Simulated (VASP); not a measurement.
# MgH2 (P4_2/mnm) in VASP: settings compared, part 2 of 2

VASP 6.6.1. The steps go on from the part before.

## 3. Single point, PBEsol

INCAR

```
SYSTEM = MgH2
PREC = Accurate ; ENCUT = 520
EDIFF = 1E-6 ; ISMEAR = -1
SIGMA = 0.02 ; LREAL = .False.
LASPH = .True. ; NELM = 60
ALGO = Normal ; ISIF = 2
LWAVE = .False. ; LCHARG = .False.
GGA = PS ; NBANDS = 13
```

KPOINTS

```
Automatic mesh
0
Gamma
  6 6 8
  0 0 0
```

POSCAR

```
MgH2
1.0
    4.4769779550      0.0000000000      0.0000000000
    0.0000000000      4.4769779550      0.0000000000
    0.0000000000      0.0000000000      3.0075541907
Mg H
2 4
Direct
    0.0000000000      0.0000000000      0.0000000000
    0.5000000000      0.5000000000      0.5000000000
    0.3044938277      0.3044938277      0.0000000000
    0.1955061723      0.8044938277      0.5000000000
    0.6955061723      0.6955061723      0.0000000000
    0.8044938277      0.1955061723      0.5000000000
```

Potentials or basis: VASP PAW PBE potentials, release 64 (Mg, H).

Launch:

```console
$ cat potpaw_PBE.64/Mg/POTCAR potpaw_PBE.64/H/POTCAR > POTCAR
$ mpirun -np 1 vasp_std > vasp.out
```

OUTCAR:

```text
SYSTEM = MgH2
   PREC = Accurate
   ENCUT = 520
   EDIFF = 1E-6
   ISMEAR = -1
   LREAL = .False.
   LASPH = .True.
   NELM = 60
   ISIF = 2
   GGA = PS

 ion  position               nearest neighbor table
   1  0.000  0.000  0.000-   3 1.93   5 1.93   4 1.95   6 1.95   4 1.95   6 1.95   2 3.50   2 3.50
                             2 3.50   2 3.50   2 3.50   2 3.50   2 3.50   2 3.50
   2  0.500  0.500  0.500-   4 1.93   6 1.93   5 1.95   3 1.95   3 1.95   5 1.95   1 3.50   1 3.50
                             1 3.50   1 3.50   1 3.50   1 3.50   1 3.50   1 3.50
   3  0.304  0.304  0.000-   1 1.93   2 1.95   2 1.95
[... 597 lines left out ...]
  Total       -0.0821677     -0.0821677     -0.0839030      0.0000000      0.0000000      0.0000000
  in kB       -2.1838785     -2.1838785     -2.2299989      0.0000000      0.0000000      0.0000000
  external PRESSURE =      -2.1992520 kB  Pullay stress =       0.0000000 kB

 VOLUME and BASIS-vectors are now :
 -----------------------------------------------------------------------------
  energy-cutoff  :      520.00
  volume of cell :       60.28
      direct lattice vectors                 reciprocal lattice vectors
     4.476977955  0.000000000  0.000000000     0.223364960  0.000000000  0.000000000
     0.000000000  4.476977955  0.000000000     0.000000000  0.223364960  0.000000000
     0.000000000  0.000000000  3.007554191     0.000000000  0.000000000  0.332496087

 POSITION                                       TOTAL-FORCE (eV/Angst)
 -----------------------------------------------------------------------------------
      0.00000      0.00000      0.00000         0.000000     -0.000000      0.000000
      2.23849      2.23849      1.50378         0.000000     -0.000000      0.000000
      1.36321      1.36321      0.00000         0.000143      0.000143     -0.000000
      0.87528      3.60170      1.50378        -0.000143      0.000143      0.000000
      3.11377      3.11377      0.00000        -0.000143     -0.000143      0.000000
      3.60170      0.87528      1.50378         0.000143     -0.000143      0.000000
 -----------------------------------------------------------------------------------
    total drift:                                0.000000     -0.000000     -0.000000

  FREE ENERGIE OF THE ION-ELECTRON SYSTEM (eV)
  ---------------------------------------------------
  free  energy   TOTEN  =       -17.7401378283 eV

  energy  without entropy=      -17.7401378283  energy(sigma->0) =      -17.74013783
```

OSZICAR:

```text
N       E                     dE             d eps       ncg     rms          rms(c)
DAV:   1    -0.109098041734E+01   -0.10910E+01   -0.31828E+03  1308   0.480E+02
DAV:   2    -0.180444102707E+02   -0.16953E+02   -0.16351E+02  1601   0.720E+01
DAV:   3    -0.188906385543E+02   -0.84623E+00   -0.84471E+00  1661   0.149E+01
DAV:   4    -0.188942395185E+02   -0.36010E-02   -0.36009E-02  1485   0.108E+00
DAV:   5    -0.188942782375E+02   -0.38719E-04   -0.38719E-04  1698   0.116E-01    0.610E+00
DAV:   6    -0.180391366620E+02    0.85514E+00   -0.54110E-01  1435   0.294E+00    0.314E+00
DAV:   7    -0.177355621524E+02    0.30357E+00   -0.74390E-01  1465   0.371E+00    0.468E-01
DAV:   8    -0.177405357643E+02   -0.49736E-02   -0.16292E-02  1445   0.662E-01    0.121E-01
DAV:   9    -0.177401292968E+02    0.40647E-03   -0.74575E-04  1680   0.117E-01    0.169E-02
DAV:  10    -0.177401415789E+02   -0.12282E-04   -0.50501E-05  1485   0.380E-02    0.153E-02
DAV:  11    -0.177401378924E+02    0.36865E-05   -0.10555E-05  1500   0.119E-02    0.160E-03
DAV:  12    -0.177401378283E+02    0.64110E-07   -0.31176E-07   830   0.311E-03
   1 F= -.17740138E+02 E0= -.17740138E+02  d E =-.106415E-11
```

stdout:

```text
POSCAR found type information on POSCAR MgH
 POSCAR found :  2 types and       6 ions
 scaLAPACK will be used
 -----------------------------------------------------------------------------
|                                                                             |
|                                                                             |
|     You enforced a specific xc type in the INCAR file but a different       |
|     I HOPE YOU KNOW WHAT YOU ARE DOING!                                     |
|                                                                             |
 -----------------------------------------------------------------------------

 LDA part: xc-table for (Slater+PW92), standard interpolation
 POSCAR, INCAR and KPOINTS ok, starting setup
 FFT: planning ... GRIDC
 FFT: planning ... GRID_SOFT
 FFT: planning ... GRID
 WAVECAR not read
 entering main loop
```

It took 67 s on 1 thread of AMD EPYC 7R13 (Zen 3), shared host; peak memory 0.16 GiB.

What came out:

* Free energy: -17.7401 eV
* Pressure: -0.2 GPa
* Band gap on the k mesh: 3.58 eV, indirect (least direct gap 4.40 eV)

Caveat: the PAW data sets were made with another functional, which shifts forces and pressure a little. PBEsol gaps usually lie below the measured ones, often by a third to a half.

## 4. Single point, PBE

This run uses another cell than the first one, of 10.25 Å³/atom, 1.020 times its volume.

INCAR

```
SYSTEM = MgH2
ALGO     = Normal         ! electronic algorithm
EDIFF    = 1E-6           ! SCF threshold, eV
ENCUT    = 520            ! plane-wave cutoff, eV
GGA      = PE             ! functional
ISIF     = 2              ! what is computed and relaxed
ISMEAR   = -1             ! smearing method
LASPH    = .True.         ! aspherical terms in the spheres
LCHARG   = .False.        ! write CHGCAR
LREAL    = .False.        ! projectors in reciprocal space
LWAVE    = .False.        ! write WAVECAR
NBANDS   = 13             ! bands
NELM     = 80             ! most SCF steps
PREC     = Accurate       ! precision mode
SIGMA    = 0.02           ! smearing width, eV
```

KPOINTS

```
k-points
0
Gamma
  6 6 8
  0 0 0
```

POSCAR

```
MgH2
1.0
    4.5178551155      0.0000000000      0.0000000000
    0.0000000000      4.5178551155      0.0000000000
    0.0000000000      0.0000000000      3.0120664636
Mg H
2 4
Direct
    0.0000000000      0.0000000000      0.0000000000
    0.5000000000      0.5000000000      0.5000000000
    0.3044392696      0.3044392696      0.0000000000
    0.1955607304      0.8044392696      0.5000000000
    0.6955607304      0.6955607304      0.0000000000
    0.8044392696      0.1955607304      0.5000000000
```

Launch:

```console
$ cat potpaw_PBE.64/Mg/POTCAR potpaw_PBE.64/H/POTCAR > POTCAR
$ mpirun -np 1 vasp_std > vasp.out
```

It used 41 s of CPU time on 1 thread of AMD EPYC 7R13 Processor (Zen 3) (shared host).

Results (log left out):

| Item | Value |
| --- | --- |
| Free energy | -17.6535 eV |
| Pressure | -0.3 GPa |
| Band gap on the k mesh | 3.80 eV, indirect (least direct gap 4.54 eV) |

Levels at points of the mesh, in eV from the valence-band top:
| k point | band 1 | band 2 | band 3 | band 4 | band 5 | band 6 | band 7 | band 8 |
| --- | --- | --- | --- | --- | --- | --- | --- | --- |
| (0.00, 0.00, 0.00) | -6.41 | -1.45 | -1.45 | -0.44 | 4.74 | 5.01 | 9.14 | 9.14 |
| (0.50, 0.00, 0.00) | -4.81 | -4.81 | -0.51 | -0.51 | 5.33 | 5.33 | 10.06 | 10.06 |
| (0.50, 0.50, 0.00) | -3.74 | -3.74 | -2.72 | -2.72 | 9.03 | 9.03 | 9.17 | 9.17 |
| (0.00, 0.00, 0.50) | -2.99 | -2.99 | -0.07 | -0.07 | 6.30 | 6.30 | 6.81 | 6.81 |
| (0.50, 0.00, 0.50) | -2.25 | -2.25 | -1.06 | -1.06 | 5.17 | 5.17 | 6.81 | 6.81 |
| (0.50, 0.50, 0.50) | -1.87 | -1.87 | -0.93 | -0.93 | 3.86 | 3.86 | 4.20 | 4.20 |

A k mesh can miss the band edges.

## 5. Single point, r2SCAN

POSCAR

```
MgH2
1.0
    4.4849452995      0.0000000000      0.0000000000
    0.0000000000      4.4849452995      0.0000000000
    0.0000000000      0.0000000000      2.9964065034
Mg H
2 4
Direct
    0.0000000000      0.0000000000      0.0000000000
    0.5000000000      0.5000000000      0.5000000000
    0.3046827735      0.3046827735      0.0000000000
    0.1953172265      0.8046827735      0.5000000000
    0.6953172265      0.6953172265      0.0000000000
    0.8046827735      0.1953172265      0.5000000000
```

INCAR.step1

```
SYSTEM = MgH2
PREC = Accurate ; ENCUT = 520
ISMEAR = -1 ; SIGMA = 0.02
LREAL = .False. ; LASPH = .True.
NELM = 80 ; NBANDS = 13
GGA = PE ; ALGO = Normal
EDIFF = 1E-4 ; LWAVE = .True.
LCHARG = .False.
```

INCAR.step2

```
SYSTEM = MgH2
PREC = Accurate ; ENCUT = 520
EDIFF = 1E-6 ; ISMEAR = -1
SIGMA = 0.02 ; LREAL = .False.
LASPH = .True. ; NELM = 80
ALGO = Normal ; ISIF = 2
LWAVE = .False. ; LCHARG = .True.
METAGGA = R2SCAN ; LMIXTAU = .True.
LELF = .True. ; LVHAR = .True.
NBANDS = 13 ; ISTART = 1
```

KPOINTS

```
regular mesh
0
Gamma
  6 6 8
  0 0 0
```

Launch:

```console
$ cat potpaw_PBE.64/Mg/POTCAR potpaw_PBE.64/H/POTCAR > POTCAR
$ cp INCAR.step1 INCAR
$ mpirun -np 1 vasp_std > vasp.out
$ cp INCAR.step2 INCAR
$ mpirun -np 1 vasp_std > vasp.out
```

Wall time 2.7 min (1 thread of AMD EPYC 7R13 (Zen 3), shared host); peak memory 0.16 GiB.

Results (log left out):

```yaml
Free_energy: -23.7266 eV
Pressure: -0.4 GPa
Band_gap_on_the_k_mesh: 4.46 eV, indirect (least direct gap 5.25 eV)
```

Stress tensor (GPa, compression positive):
```
-0.40  0.00  0.00
 0.00 -0.40  0.00
 0.00  0.00 -0.51
```

Levels at points of the mesh, in eV from the valence-band top:
| k point | band 1 | band 2 | band 3 | band 4 | band 5 | band 6 | band 7 | band 8 | band 9 |
| --- | --- | --- | --- | --- | --- | --- | --- | --- | --- |
| (0.00, 0.00, 0.00) | -6.59 | -1.47 | -1.47 | -0.39 | 5.25 | 5.73 | 9.98 | 9.98 | 11.85 |
| (0.50, 0.00, 0.00) | -4.91 | -4.91 | -0.51 | -0.51 | 5.99 | 5.99 | 10.90 | 10.90 | 12.86 |
| (0.50, 0.50, 0.00) | -3.79 | -3.79 | -2.77 | -2.77 | 9.86 | 9.86 | 9.95 | 9.95 | 14.36 |
| (0.00, 0.00, 0.50) | -3.07 | -3.07 | -0.10 | -0.10 | 7.14 | 7.14 | 7.54 | 7.54 | 9.57 |
| (0.50, 0.00, 0.50) | -2.34 | -2.34 | -1.06 | -1.06 | 5.82 | 5.82 | 7.52 | 7.52 | 9.48 |
| (0.50, 0.50, 0.50) | -1.94 | -1.94 | -0.98 | -0.98 | 4.57 | 4.57 | 4.74 | 4.74 | 14.11 |

Caveat: the PAW data sets were made with another functional, which shifts forces and pressure a little. r2SCAN opens gaps a little over a GGA but as a rule still falls short of measured ones.

## 6. Single point, r2SCAN

POSCAR is that of step 5.

INCAR.step1

```
PREC     = Accurate       # precision mode
ENCUT    = 520            # plane-wave cutoff, eV
ISMEAR   = 0              # smearing method
SIGMA    = 0.01           # smearing width, eV
LREAL    = F              # projectors in reciprocal space
LASPH    = T              # aspherical terms in the spheres
NELM     = 100            # most SCF steps
NBANDS   = 13             # bands
GGA      = PE             # functional
ALGO     = Normal         # electronic algorithm
EDIFF    = 1E-4           # SCF threshold, eV
LWAVE    = T              # write WAVECAR
LCHARG   = F              # write CHGCAR
```

INCAR.step2

```
PREC     = Accurate       # precision mode
ENCUT    = 520            # plane-wave cutoff, eV
EDIFF    = 1E-6           # SCF threshold, eV
ISMEAR   = 0              # smearing method
SIGMA    = 0.01           # smearing width, eV
LREAL    = F              # projectors in reciprocal space
LASPH    = T              # aspherical terms in the spheres
NELM     = 100            # most SCF steps
ALGO     = Normal         # electronic algorithm
ISIF     = 2              # what is computed and relaxed
LWAVE    = F              # write WAVECAR
LCHARG   = T              # write CHGCAR
METAGGA  = R2SCAN         # meta-GGA
LMIXTAU  = T            
LELF     = T              # ELF
LVHAR    = T            
NBANDS   = 13             # bands
ISTART   = 1
```

KPOINTS

```
regular mesh
0
Gamma
  6 6 8
```

Potentials or basis: VASP PAW PBE potentials, release 64 (Mg, H).

Launch:

```console
$ cat potpaw_PBE.64/Mg/POTCAR potpaw_PBE.64/H/POTCAR > POTCAR
$ cp INCAR.step1 INCAR
$ mpirun -np 1 vasp_std > vasp.out
$ cp INCAR.step2 INCAR
$ mpirun -np 1 vasp_std > vasp.out
```

OUTCAR:

```text
PREC = Accurate
   ENCUT = 520
   EDIFF = 1E-6
   ISMEAR = 0
   LREAL = F
   LASPH = T
   NELM = 100
   ISIF = 2
   METAGGA = R2SCAN
   ISTART = 1

 ion  position               nearest neighbor table
   1  0.000  0.000  0.000-   3 1.93   5 1.93   4 1.94   6 1.94   4 1.94   6 1.94   2 3.51   2 3.51
                             2 3.51   2 3.51   2 3.51   2 3.51   2 3.51   2 3.51
   2  0.500  0.500  0.500-   4 1.93   6 1.93   5 1.94   3 1.94   3 1.94   5 1.94   1 3.51   1 3.51
                             1 3.51   1 3.51   1 3.51   1 3.51   1 3.51   1 3.51
   3  0.305  0.305  0.000-   1 1.93   2 1.94   2 1.94
   4  0.195  0.805  0.500-   2 1.93   1 1.94   1 1.94
   5  0.695  0.695  0.000-   1 1.93   2 1.94   2 1.94
   6  0.805  0.195  0.500-   2 1.93   1 1.94   1 1.94

  LATTYP: Found a simple tetragonal cell.
 ALAT       =     4.4849452995
 C/A-ratio  =     0.6681032439

  Lattice vectors:

 A1 = (   4.4849452995,   0.0000000000,   0.0000000000)
 A2 = (   0.0000000000,   4.4849452995,   0.0000000000)
 A3 = (   0.0000000000,   0.0000000000,   2.9964065034)

Analysis of symmetry for initial positions (statically):
=====================================================================
 Subroutine PRICEL returns:
[... 562 lines left out ...]
      4      -1.1649      2.00000
      5       5.6514      0.00000
      6       5.6514      0.00000
      7       7.3100      0.00000
      8       7.3100      0.00000
      9       9.2422      0.00000
     10       9.2422      0.00000
     11      13.0191      0.00000
     12      13.0191      0.00000
     13      14.7112      0.00000

 [... further k-points ...]

------------------------ aborting loop because EDIFF is reached ----------------------------------------

  FORCE on cell =-STRESS in cart. coord.  units (eV):
  Direction    XX          YY          ZZ          XY          YZ          ZX
  --------------------------------------------------------------------------------------
  -------------------------------------------------------------------------------------
  Total       -0.1488242     -0.1488242     -0.1911498      0.0000000      0.0000000      0.0000000
  in kB       -3.9561164     -3.9561164     -5.0812373      0.0000000      0.0000000      0.0000000
  external PRESSURE =      -4.3311567 kB  Pullay stress =       0.0000000 kB

 VOLUME and BASIS-vectors are now :
 -----------------------------------------------------------------------------
  energy-cutoff  :      520.00
  volume of cell :       60.27
      direct lattice vectors                 reciprocal lattice vectors
     4.484945299  0.000000000  0.000000000     0.222968160  0.000000000  0.000000000
     0.000000000  4.484945299  0.000000000     0.000000000  0.222968160  0.000000000
     0.000000000  0.000000000  2.996406503     0.000000000  0.000000000  0.333733090

 POSITION                                       TOTAL-FORCE (eV/Angst)
 -----------------------------------------------------------------------------------
      0.00000      0.00000      0.00000         0.000000      0.000000      0.000000
      2.24247      2.24247      1.49820         0.000000      0.000000      0.000000
      1.36649      1.36649      0.00000         0.000480      0.000480      0.000000
      0.87599      3.60896      1.49820        -0.000480      0.000480      0.000000
      3.11846      3.11846      0.00000        -0.000480     -0.000480      0.000000
      3.60896      0.87599      1.49820         0.000480     -0.000480      0.000000
 -----------------------------------------------------------------------------------
    total drift:                                0.000000     -0.000000      0.000000

  FREE ENERGIE OF THE ION-ELECTRON SYSTEM (eV)
  ---------------------------------------------------
  free  energy   TOTEN  =       -23.7266492121 eV

  energy  without entropy=      -23.7266492121  energy(sigma->0) =      -23.72664921
```

OUTCAR.step1:

```text
PREC = Accurate
   ENCUT = 520
   ISMEAR = 0
   LREAL = F
[... 626 lines left out ...]
      1.36649      1.36649      0.00000        -0.011754     -0.011754     -0.000000
      0.87599      3.60896      1.49820         0.011754     -0.011754     -0.000000
      3.11846      3.11846      0.00000         0.011754      0.011754      0.000000
      3.60896      0.87599      1.49820        -0.011754      0.011754      0.000000
 -----------------------------------------------------------------------------------
    total drift:                                0.000000      0.000000     -0.000000

  FREE ENERGIE OF THE ION-ELECTRON SYSTEM (eV)
  ---------------------------------------------------
  free  energy   TOTEN  =       -17.6508446156 eV

  energy  without entropy=      -17.6508446156  energy(sigma->0) =      -17.65084462
```

OSZICAR.step1:

```text
N       E                     dE             d eps       ncg     rms          rms(c)
DAV:   1    -0.107503630337E+01   -0.10750E+01   -0.30774E+03  1308   0.474E+02
DAV:   2    -0.180641274524E+02   -0.16989E+02   -0.16463E+02  1592   0.729E+01
DAV:   3    -0.188950150597E+02   -0.83089E+00   -0.82962E+00  1686   0.148E+01
DAV:   4    -0.188986599607E+02   -0.36449E-02   -0.36448E-02  1490   0.108E+00
DAV:   5    -0.188986998837E+02   -0.39923E-04   -0.39923E-04  1688   0.117E-01    0.657E+00
DAV:   6    -0.179695959638E+02    0.92910E+00   -0.57915E-01  1420   0.315E+00    0.339E+00
DAV:   7    -0.176415985418E+02    0.32800E+00   -0.84435E-01  1450   0.412E+00    0.503E-01
DAV:   8    -0.176512667390E+02   -0.96682E-02   -0.25251E-02  1445   0.806E-01    0.135E-01
DAV:   9    -0.176508157546E+02    0.45098E-03   -0.10070E-03  1675   0.144E-01    0.213E-02
DAV:  10    -0.176508446156E+02   -0.28861E-04   -0.86813E-05  1060   0.499E-02
   1 F= -.17650845E+02 E0= -.17650845E+02  d E =-.435045E-31
```

Wall time 3.1 min (1 thread of AMD EPYC 7R13 (Zen 3), shared host); peak memory 0.16 GiB.

What came out:

* Free energy: -23.7266 eV
* Pressure: -0.4 GPa
* Band gap on the k mesh: 4.46 eV, indirect (least direct gap 5.25 eV)

Levels at points of the mesh, in eV from the valence-band top:
```tsv
k point	band 2	band 3	band 4	band 5	band 6	band 7
(0.00, 0.00, 0.00)	-1.47	-1.47	-0.39	5.25	5.73	9.98
(0.50, 0.00, 0.00)	-4.91	-0.51	-0.51	5.99	5.99	10.90
(0.50, 0.50, 0.00)	-3.79	-2.77	-2.77	9.86	9.86	9.95
(0.00, 0.00, 0.50)	-3.07	-0.10	-0.10	7.14	7.14	7.54
(0.50, 0.00, 0.50)	-2.34	-1.06	-1.06	5.82	5.82	7.52
(0.50, 0.50, 0.50)	-1.94	-0.98	-0.98	4.57	4.57	4.74
```

Caveat: the PAW data sets were made with another functional, which shifts forces and pressure a little. r2SCAN opens gaps a little over a GGA but as a rule still falls short of measured ones.

## 7. Summary

```csv
level,potentials or basis,cell,smearing,gap on the mesh (eV),pressure (GPa)
LDA,"VASP PAW LDA potentials, release 64 (Mg, H)","a = 4.485, b = 4.485, c = 2.996 Å, 6 atoms",gaussian 0.01 eV,3.47,-2.2
PBEsol,"VASP PAW PBE potentials, release 64 (Mg, H)","a = 4.477, b = 4.477, c = 3.008 Å, 6 atoms",fermi-dirac 0.02 eV,3.58,-0.2
PBE,"VASP PAW PBE potentials, release 64 (Mg, H)","a = 4.518, b = 4.518, c = 3.012 Å, 6 atoms",fermi-dirac 0.02 eV,3.80,-0.3
r2SCAN,"VASP PAW PBE potentials, release 64 (Mg, H)","a = 4.485, b = 4.485, c = 2.996 Å, 6 atoms",fermi-dirac 0.02 eV,4.46,-0.4
r2SCAN,"VASP PAW PBE potentials, release 64 (Mg, H)","a = 4.485, b = 4.485, c = 2.996 Å, 6 atoms",gaussian 0.01 eV,4.46,-0.4
```

Alike in all rows: task single point; no spin polarisation; k mesh 6 × 6 × 8; cutoff (eV) 520.

Caveats: the PAW data sets were made with another functional, which shifts forces and pressure a little (some runs).

Absolute energies hang on the potentials; compare differences alone.
